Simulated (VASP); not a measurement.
Input of a VASP 6.6.1 run:

File INCAR:

```
SYSTEM = MnSi
  ALGO = Normal
  EDIFF = 1E-7
  ENCUT = 520
  ISIF = 2
  ISMEAR = -1
  ISPIN = 2
  LASPH = .TRUE.
  LCHARG = .FALSE.
  LMAXMIX = 4
  LORBIT = 11
  LREAL = .FALSE.
  LWAVE = .FALSE.
  MAGMOM = 1 1 1 1 0 0 0 0
  NBANDS = 48
  NELM = 150
  PREC = Accurate
  SIGMA = 0.03
```

File KPOINTS:

```
k-points
0
G
  8 8 8
  0 0 0
```

File POSCAR:

```
MnSi
1.0
    4.4000000000      0.0000000000      0.0000000000
    0.0000000000      4.4000000000      0.0000000000
    0.0000000000      0.0000000000      4.4000000000
Mn Si
4 4
Direct
    0.1379267017      0.1379267017      0.1379267017
    0.6379267017      0.3620732983      0.8620732983
    0.8620732983      0.6379267017      0.3620732983
    0.3620732983      0.8620732983      0.6379267017
    0.8456609776      0.8456609776      0.8456609776
    1.3456609776     -0.3456609776      0.1543390224
    0.1543390224      1.3456609776     -0.3456609776
   -0.3456609776      0.1543390224      1.3456609776
```

Potentials or basis: VASP PAW LDA potentials, release 64 (Mn_pv, Si).

The run is started by

```bash
$ cat potpaw_LDA.64/Mn_pv/POTCAR potpaw_LDA.64/Si/POTCAR > POTCAR
$ mpirun -np 1 vasp_std > vasp.out
```

What does it give for the net moment?

1.54 μB per cell.

What does it give for the largest force?

0.028 eV/Å.

Forces on the atoms (eV/Å):
```
Mn   0.016  0.016  0.016
Mn   0.016 -0.016 -0.016
Mn  -0.016  0.016 -0.016
Mn  -0.016 -0.016  0.016
Si   0.002  0.002  0.002
Si   0.002 -0.002 -0.002
Si  -0.002  0.002 -0.002
Si  -0.002 -0.002  0.002
```
